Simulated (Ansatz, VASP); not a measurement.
**MoS2 in VASP and in Ansatz**

Contents of INCAR:

```
SYSTEM = MoS2
PREC     = Accurate       ! precision mode
ENCUT    = 520            ! plane-wave cutoff, eV
EDIFF    = 1E-6           ! SCF threshold, eV
ISMEAR   = 1              ! smearing method
SIGMA    = 0.2            ! smearing width, eV
LREAL    = .False.        ! projectors in reciprocal space
LASPH    = .True.         ! aspherical terms in the spheres
NELM     = 100            ! most SCF steps
ALGO     = Normal         ! electronic algorithm
ISIF     = 2              ! what is computed and relaxed
LWAVE    = .False.        ! write WAVECAR
LCHARG   = .True.         ! write CHGCAR
GGA      = PS             ! functional
LELF     = .True.         ! ELF
LVHAR    = .True.       
NBANDS   = 35             ! bands
```

Contents of KPOINTS:

```
Automatic mesh
0
Gamma
  12 12 4
  0 0 0
```

File POSCAR:

```
MoS2
1.0
    3.2187969767      0.0000000000      0.0000000000
   -1.6093984884      2.7875599514      0.0000000000
    0.0000000000      0.0000000000     11.9748903924
Mo S
2 4
Direct
    0.3333333333      0.6666666667      0.2500000000
    0.6666666667      0.3333333333      0.7500000000
    0.3333333333      0.6666666667      0.6259932117
    0.6666666667      0.3333333333      0.1259932117
    0.3333333333      0.6666666667      0.8740067883
    0.6666666667      0.3333333333      0.3740067883
```

Input for Ansatz:

```yaml
crystal:
  lattice:
    - [3.2187969767, 0.0, 0.0]
    - [-1.6093984884, 2.7875599514, 0.0]
    - [0.0, 0.0, 11.9748903924]
  atoms:
    - { symbol: Mo, position: [0.3333333333, 0.6666666667, 0.25] }
    - { symbol: Mo, position: [0.6666666667, 0.3333333333, 0.75] }
    - { symbol: S, position: [0.3333333333, 0.6666666667, 0.6259932117] }
    - { symbol: S, position: [0.6666666667, 0.3333333333, 0.1259932117] }
    - { symbol: S, position: [0.3333333333, 0.6666666667, 0.8740067883] }
    - { symbol: S, position: [0.6666666667, 0.3333333333, 0.3740067883] }
basis:
  ecutwfc: 420
kpoints:
  mp_grid: { grid: [12, 12, 4] }
hamiltonian:
  xc: pbesol
scf:
  occupations: { method: cold, width: 0.2 }
output:
  forces: true
  stress: true
  eigenvalues: true
```

Alike in both runs: task single point; functional PBEsol; k mesh 12 × 12 × 4; no spin polarisation.

```csv
,VASP,Ansatz
version,VASP 6.6.1,Ansatz 0.2.0
potentials or method,"VASP PAW PBE potentials, release 64 (Mo_sv, S), cutoff 520 eV","scalar-relativistic, plane waves, PAW"
occupations,"methfessel-paxton of order 1, width 0.2 eV","cold, width 0.2 eV"
valence electrons in the cell,52,52
```

```tsv
	VASP	Ansatz	Ansatz less VASP
pressure (GPa)	0.8	0.8	+0.03
traceless stress, the component that is largest in VASP (GPa)	8.38	8.38	0.000
rms of the force components (eV/Å)	0.444	0.444	+0.0001
```

VASP's potentials were made for PBE, not for PBEsol. Atom by atom the forces differ by 0.000 eV/Å (rms over components).
